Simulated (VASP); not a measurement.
Write the native input for VASP 6.6.1 that does the following.

```yaml
Task: single point
Functional: r2SCAN
Potentials_or_basis: VASP PAW PBE potentials, release 64 (Al, O)
Cutoff: 520 eV
k_mesh: 9 × 9 × 7
Occupations: fermi-dirac, width 0.05 eV
Spin: no spin polarisation
Dipole_correction: no
Further_INCAR_settings: ALGO = Normal; EDIFF = 1e-06; NBANDS = 24
```

Crystal: AlO2.

```xyz
6
Lattice="1.4882 -5.4028 0.0000 1.4882 5.4028 0.0000 0.0000 0.0000 3.6466" Properties=species:S:1:pos:R:3 pbc="T T T"
Al    1.4882   -1.8168    2.7350
Al    1.4882    1.8168    0.9117
O     1.4882    4.7429    2.7350
O     1.4882   -4.7429    0.9117
O     1.4882    2.2240    2.7350
O     1.4882   -2.2240    0.9117
```

These files were run (other wordings do the same):

POSCAR

```
AlO2
1.0
    1.4881620000     -5.4028330000      0.0000000000
    1.4881620000      5.4028330000      0.0000000000
    0.0000000000      0.0000000000      3.6466120000
Al O
2 4
Direct
    0.6681330000      0.3318670000      0.7500000000
    0.3318670000      0.6681330000      0.2500000000
    0.0610720000      0.9389280000      0.7500000000
    0.9389280000      0.0610720000      0.2500000000
    0.2941840000      0.7058160000      0.7500000000
    0.7058160000      0.2941840000      0.2500000000
```

INCAR.step1

```
  PREC = Accurate
  ENCUT = 520
  ISMEAR = -1
  SIGMA = 0.05
  LREAL = False
  LASPH = True
  NELM = 60
  NBANDS = 24
  GGA = PE
  ALGO = Normal
  EDIFF = 1E-4
  LWAVE = True
  LCHARG = False
```

INCAR.step2

```
  PREC = Accurate
  ENCUT = 520
  EDIFF = 1E-6
  ISMEAR = -1
  SIGMA = 0.05
  LREAL = False
  LASPH = True
  NELM = 60
  ALGO = Normal
  ISIF = 2
  LWAVE = False
  LCHARG = False
  METAGGA = R2SCAN
  LMIXTAU = True
  NBANDS = 24
  ISTART = 1
```

KPOINTS

```
regular mesh
0
Gamma
  9 9 7
```

Potentials or basis: VASP PAW PBE potentials, release 64 (Al, O).

The run is started by

```bash
$ cat potpaw_PBE.64/Al/POTCAR potpaw_PBE.64/O/POTCAR > POTCAR
$ cp INCAR.step1 INCAR
$ mpirun -np 1 vasp_std > vasp.out
$ cp INCAR.step2 INCAR
$ mpirun -np 1 vasp_std > vasp.out
```

Results of the run:

```
Pressure               : -7.8 GPa
Largest force          : 0.774 eV/Å
Band gap on the k mesh : zero (bands 15 and 16 overlap by 0.39 eV)
```

Caveat: the cell stands under tension; the PAW data sets were made with another functional, which shifts forces and pressure a little.

Run time: 12 min on 1 thread of Intel Xeon 8259CL, with other jobs on the host, peak memory 0.29 GiB.
